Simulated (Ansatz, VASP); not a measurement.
Two plane-wave programs on BN

```
B N
1.0
     2.48835    0.00000    0.00000
    -1.24418    2.15498    0.00000
     0.00000    0.00000    5.78079
B N
2 2
Direct
  0.33333 0.66667 0.25000
  0.66667 0.33333 0.75000
  0.33333 0.66667 0.75000
  0.66667 0.33333 0.25000
```

Change from the starting cell: normal strain along x +0.0000, normal strain along z -0.1100.

Alike in both runs: functional LDA; k mesh 12 × 12 × 4; occupations gaussian, width 0.05 eV; no spin polarisation.

Ansatz relaxed the structure, and its values are those at the end. VASP's run is a single point on that final structure, the one shown.

|  | VASP | Ansatz |
| --- | --- | --- |
| version | VASP 6.6.1 | Ansatz 0.2.0 |
| potentials or method | VASP PAW LDA potentials, release 64 (B, N), cutoff 520 eV | scalar-relativistic, plane waves, PAW |
| valence electrons in the cell | 16 | 16 |

```tsv
	VASP	Ansatz	Ansatz less VASP
gap on the k mesh at the Fermi level (eV)	3.91	3.92	+0.012
least direct gap on the mesh (eV)	4.15	4.16	+0.010
pressure (GPa)	3.3	2.6	-0.70
```

Ansatz warns that its potentials were made for another functional, while VASP's fit it. LDA's correlation is that of Perdew and Zunger in VASP and of Perdew and Wang (1992) in Ansatz. Ansatz's warnings: stress scf threshold loose.
